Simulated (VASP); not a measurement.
# AlN (Cm) in VASP: notebook, part 2 of 2

VASP 6.6.1. Earlier steps stand in the parts before.

## Step 5: Single point, PBE (atom 3 (N) moved -0.160 Å towards its neighbour atom 2 (Al) at 1.885 Å)

File INCAR:

```
ALGO     = Normal         # electronic algorithm
EDIFF    = 1E-6           # SCF threshold, eV
ENCUT    = 520            # plane-wave cutoff, eV
GGA      = PE             # functional
ISIF     = 2              # what is computed and relaxed
ISMEAR   = 0              # smearing method
LASPH    = T              # aspherical terms in the spheres
LCHARG   = F              # write CHGCAR
LREAL    = F              # projectors in reciprocal space
LWAVE    = F              # write WAVECAR
NBANDS   = 16             # bands
NELM     = 100            # most SCF steps
PREC     = Accurate       # precision mode
SIGMA    = 0.05           # smearing width, eV
```

File KPOINTS:

```
k-points
0
Gamma
  12 12 6
```

File POSCAR:

```
AlN
1.0
    3.1110021516      0.0000000000      0.0000000000
   -1.5555010758      2.6942068945      0.0000000000
    0.0000000000      0.0000000000      4.9780000000
Al N
2 2
Direct
    0.3333333333      0.6666666667      0.0000000000
    0.6666666667      0.3333333333      0.5000000000
    0.3899155808      0.6949577904      0.3752395623
    0.6666666667      0.3333333333      0.8850000000
```

Potentials or basis: VASP PAW PBE potentials, release 64 (Al, N).

On the command line:

```
cat potpaw_PBE.64/Al/POTCAR potpaw_PBE.64/N/POTCAR > POTCAR
mpirun -np 1 vasp_std > vasp.out
```

OUTCAR:

```text
EDIFF = 1E-6
   ENCUT = 520
   GGA = PE
   ISIF = 2
   ISMEAR = 0
   LASPH = T
   LREAL = F
   NELM = 100
   PREC = Accurate

 ion  position               nearest neighbor table
   1  0.333  0.667  0.000-   3 1.87   4 1.89   4 1.89   4 1.89   2 3.07   2 3.07   2 3.07   2 3.07
                             2 3.07   2 3.07
   2  0.667  0.333  0.500-   3 1.83   3 1.83   4 1.92   3 2.05   1 3.07   1 3.07   1 3.07   1 3.07
                             1 3.07   1 3.07
   3  0.390  0.695  0.375-   2 1.83   2 1.83   1 1.87   2 2.05
   4  0.667  0.333  0.885-   1 1.89   1 1.89   1 1.89   2 1.92

  LATTYP: Found a hexagonal cell.
 ALAT       =     3.1110021516
 C/A-ratio  =     1.6001274694

  Lattice vectors:

 A1 = (   3.1110021516,   0.0000000000,   0.0000000000)
 A2 = (  -1.5555010758,   2.6942068945,   0.0000000000)
 A3 = (   0.0000000000,   0.0000000000,   4.9780000000)

Analysis of symmetry for initial positions (statically):
=====================================================================
 Subroutine PRICEL returns:
 Original cell was already a primitive cell.

 Routine SETGRP: Setting up the symmetry group for a
 hexagonal supercell.

 Subroutine GETGRP returns: Found  2 space group operations
 (whereof  2 operations were pure point group operations)
 out of a pool of 24 trial point group operations.

The static configuration has the point symmetry C_1h.

Analysis of symmetry for dynamics (positions and initial velocities):
=====================================================================
 Subroutine PRICEL returns:
 Original cell was already a primitive cell.

 Routine SETGRP: Setting up the symmetry group for a
 hexagonal supercell.

 Subroutine GETGRP returns: Found  2 space group operations
 (whereof  2 operations were pure point group operations)
 out of a pool of 24 trial point group operations.

The dynamic configuration has the point symmetry C_1h.

 Subroutine INISYM returns: Found  2 space group operations
 (whereof  2 operations are pure point group operations),
 and found     1 'primitive' translations

----------------------------------------------------------------------------------------

                                     Primitive cell

  volume of cell :      41.7240

  direct lattice vectors                    reciprocal lattice vectors
     3.111002152  0.000000000  0.000000000     0.321439829  0.185583372  0.000000000
    -1.555501076  2.694206895  0.000000000     0.000000000  0.371166744  0.000000000
     0.000000000  0.000000000  4.978000000     0.000000000  0.000000000  0.200883889

  length of vectors
     3.111002152  3.111002152  4.978000000     0.371166744  0.371166744  0.200883889

  position of ions in fractional coordinates (direct lattice)
     0.333333333  0.666666667  0.000000000
     0.666666667  0.333333333  0.500000000
     0.389915581  0.694957790  0.375239562
     0.666666667  0.333333333  0.885000000

  ion indices of the primitive-cell ions
   primitive index   ion index
                 1           1
                 2           2
                 3           3
                 4           4

[... 25 lines left out ...]

 Following reciprocal coordinates:
            Coordinates               Weight
  0.000000  0.000000  0.000000      1.000000
  0.083333  0.000000  0.000000      2.000000
  0.000000  0.083333  0.000000      4.000000
  0.166667 -0.000000  0.000000      2.000000
  0.000000  0.166667  0.000000      4.000000
  0.250000 -0.000000  0.000000      2.000000
[... 16 lines left out ...]
 -0.083333  0.416667  0.000000      4.000000
 -0.416667  0.333333  0.000000      4.000000
 [... further k-points ...]
   k-points           NKPTS =    242   k-points in BZ     NKDIM =    242   number of bands    NBANDS=     16
   number of dos      NEDOS =    301   number of ions     NIONS =      4
   total plane-waves  NPLWV =  23040
   dimension x,y,z NGX =    24 NGY =   24 NGZ =   40
   dimension x,y,z NGXF=    48 NGYF=   48 NGZF=   80
   ions per type =               2   2
   NGX,Y,Z   is equivalent  to a cutoff of  12.83, 12.83, 13.36 a.u.
   NGXF,Y,Z  is equivalent  to a cutoff of  25.65, 25.65, 26.72 a.u.
 SYSTEM =  unknown system
   PREC   = accura    normal or accurate (medium, high low for compatibility)
   ISTART =      0    job   : 0-new  1-cont  2-samecut
   ICHARG =      2    charge: 1-file 2-atom 10-const
   ISPIN  =      1    spin polarized calculation?
   LNONCOLLINEAR =      F non collinear calculations
   LSORBIT =      F    spin-orbit coupling
   LASPH  =      T    aspherical Exc in radial PAW
   ENCUT  =  520.0 eV  38.22 Ry    6.18 a.u.   5.78  5.78  9.26*2*pi/ulx,y,z
   NELM   =    100;   NELMIN=  2; NELMDL= -5     # of ELM steps
   EDIFF  = 0.1E-05   stopping-criterion for ELM
   LREAL  =      F    real-space projection
   EDIFFG = 0.1E-04   stopping-criterion for IOM
   NSW    =      0    number of steps for IOM
   IBRION =     -1    ionic relax: 0-MD 1-quasi-New 2-CG
   NFREE  =      0    steps in history (QN), initial steepest desc. (CG)
   ISIF   =      2    stress and relaxation
   ISYM   =      2    0-nonsym 1-usesym 2-fastsym
   POTIM  = 0.5000    time-step for ionic-motion
   TEBEG  =    0.0;   TEEND  =   0.0 temperature during run
   PSTRESS=    0.0 pullay stress
   NELECT =      16.0000    total number of electrons
   NUPDOWN=      -1.0000    fix difference up-down
   EMIN   =  10.00;   EMAX   =-10.00  energy-range for DOS
   EFERMI =   0.00;   METHOD = LEGACY
   ISMEAR =     0;   SIGMA  =   0.05  broadening in eV -4-tet -1-fermi 0-gaus
   EFERMI_NEDOS =   21; number of points for ismear=-14 and -15
   IALGO  =     38    algorithm
   IMIX   =      4    mixing-type and parameters
     AMIX     =   0.40;   BMIX     =  1.00
     AMIX_MAG =   1.60;   BMIX_MAG =  1.00
  volume/ion in A,a.u.               =      10.43        70.39
  Fermi-wavevector in a.u.,A,eV,Ry     =   1.189377  2.247596 19.247033  1.414617
  Thomas-Fermi vector in A             =   2.325485
   LORBIT       =      0    0 simple, 1 ext, 2 COOP (PROOUT), +10 PAW based schemes
   GGA     = PE    functional components
   LHFCALC =     F    Hartree Fock is set to
   AEXX    =    0.0000 exact exchange contribution
   IVDW    =     0    specifies the selected vdW correction
   LEPSILON=     F    determine dielectric tensor
   LRPA    =     F    only Hartree local field effects (RPA)
 non-spin polarized calculation
 Gauss-broadening in eV      SIGMA  =   0.05
  energy-cutoff  :      520.00
  volume of cell :       41.72
 maximum number of plane-waves:      1152
   NGX = 11   NGY = 11   NGZ = 19

 number of electron      16.0000000 magnetization

 Free energy of the ion-electron system (eV)
  ---------------------------------------------------
  ext. energy  EPLUGINS =         0.00000000
  ---------------------------------------------------
  free energy    TOTEN  =       -29.60819332 eV

  energy without entropy =      -29.60819332  energy(sigma->0) =      -29.60819332

 E-fermi :   6.5266     XC(G=0): -10.9151

 val. band max:        6.2592310567   @ k =   0.0000   0.0000   0.0000
 cond. band min:      10.3298384489   @ k =   0.0000   0.0000   0.0000
 fundamental gap:      4.0706073921
 Fermi energy:         6.5266297879

 k-point     1 :       0.0000    0.0000    0.0000
  band No.  band energies     occupation
      1      -9.0357      2.00000
      2      -6.8782      2.00000
      3       0.1558      2.00000
      4       5.0778      2.00000
      5       5.4555      2.00000
      6       5.9103      2.00000
[... 433 lines left out ...]
      3       1.3832      2.00000
      4       2.1218      2.00000
      5       2.3751      2.00000
      6       4.0633      2.00000
[... 8 lines left out ...]
     15      18.6110      0.00000
     16      21.3665      0.00000

 [... further k-points ...]

------------------------ aborting loop because EDIFF is reached ----------------------------------------

  FORCE on cell =-STRESS in cart. coord.  units (eV):
  Direction    XX          YY          ZZ          XY          YZ          ZX
  --------------------------------------------------------------------------------------
  -------------------------------------------------------------------------------------
  Total        0.6232749      2.0070479      1.4070699     -1.1983826      0.2787716      0.4828466
  in kB       23.9333829     77.0694360     54.0306396    -46.0171718     10.7046630     18.5410206
  external PRESSURE =      51.6778195 kB  Pullay stress =       0.0000000 kB

 VOLUME and BASIS-vectors are now :
 -----------------------------------------------------------------------------
  energy-cutoff  :      520.00
  volume of cell :       41.72
      direct lattice vectors                 reciprocal lattice vectors
     3.111002152  0.000000000  0.000000000     0.321439829  0.185583372  0.000000000
    -1.555501076  2.694206895  0.000000000     0.000000000  0.371166744  0.000000000
     0.000000000  0.000000000  4.978000000     0.000000000  0.000000000  0.200883889

 POSITION                                       TOTAL-FORCE (eV/Angst)
 -----------------------------------------------------------------------------------
     -0.00000      1.79614      0.00000         0.170687      0.098546     -0.099910
      1.55550      0.89807      2.48900         1.265368      0.730561      0.168406
      0.13202      1.87236      1.86794        -1.516384     -0.875485      0.466211
      1.55550      0.89807      4.40553         0.080329      0.046378     -0.534707
 -----------------------------------------------------------------------------------
    total drift:                               -0.000369     -0.000213      0.000634

  FREE ENERGIE OF THE ION-ELECTRON SYSTEM (eV)
  ---------------------------------------------------
  free  energy   TOTEN  =       -29.6081933201 eV

  energy  without entropy=      -29.6081933201  energy(sigma->0) =      -29.60819332
```

Run time: 70 s. Hardware: 1 thread of Intel Xeon Platinum 8488C (Sapphire Rapids), shared host; peak memory 0.25 GiB.

Results:

```
Free energy            : -29.6082 eV
Pressure               : 5.2 GPa
Largest force          : 1.812 eV/Å
Band gap on the k mesh : 4.07 eV
```

Forces on the atoms (eV/Å):
```
Al   0.171  0.099 -0.100
Al   1.265  0.731  0.168
N   -1.516 -0.875  0.466
N    0.080  0.046 -0.535
```

Stress tensor (GPa, compression positive):
```
 2.39 -4.60  1.85
-4.60  7.71  1.07
 1.85  1.07  5.40
```

Levels at points of the mesh, in eV from the valence-band top:
```
           k point  band 6  band 7  band 8  band 9  band 10  band 11
(0.00, 0.00, 0.00)   -0.35   -0.29    0.00    4.07     6.54    10.37
(0.50, 0.00, 0.00)   -2.31   -1.50   -0.90    5.12     5.88     7.92
(0.00, 0.50, 0.00)   -2.15   -2.03   -0.72    5.65     5.97     8.08
(0.00, 0.00, 0.50)   -0.69   -0.66   -0.29    6.26     6.35     9.94
(0.50, 0.00, 0.50)   -1.72   -1.57   -1.53    5.37     5.51     8.88
(0.00, 0.50, 0.50)   -1.50   -1.38   -1.22    5.03     5.13     9.06
```

Caveat: the cell differs from its parent crystal (atom 3 (N) moved -0.160 Å towards its neighbour atom 2 (Al) at 1.885 Å); the cell stands under pressure; forces of over 1 eV/Å act on the atoms, so gaps and moduli don't describe the material at rest. A k mesh can miss the band edges.

## Step 6: Overview

```csv
cell,gap on the mesh (eV),pressure (GPa),largest force (eV/Å)
"as given, atomic positions A",3.99,5.8,2.07
"as given, atomic positions B",4.02,6.0,3.88
"as given, atomic positions C",3.97,7.5,5.29
"as given, atomic positions D",4.07,5.2,1.81
```

Alike in all rows: task single point; level PBE; potentials or basis VASP PAW PBE potentials, release 64 (Al, N); no spin polarisation; k mesh 12 × 12 × 6; cutoff (eV) 520; smearing gaussian 0.05 eV.

Caveats: the cell stands under pressure; forces of over 1 eV/Å act on the atoms, so gaps and moduli don't describe the material at rest.

Absolute energies hang on the potentials; compare differences alone.
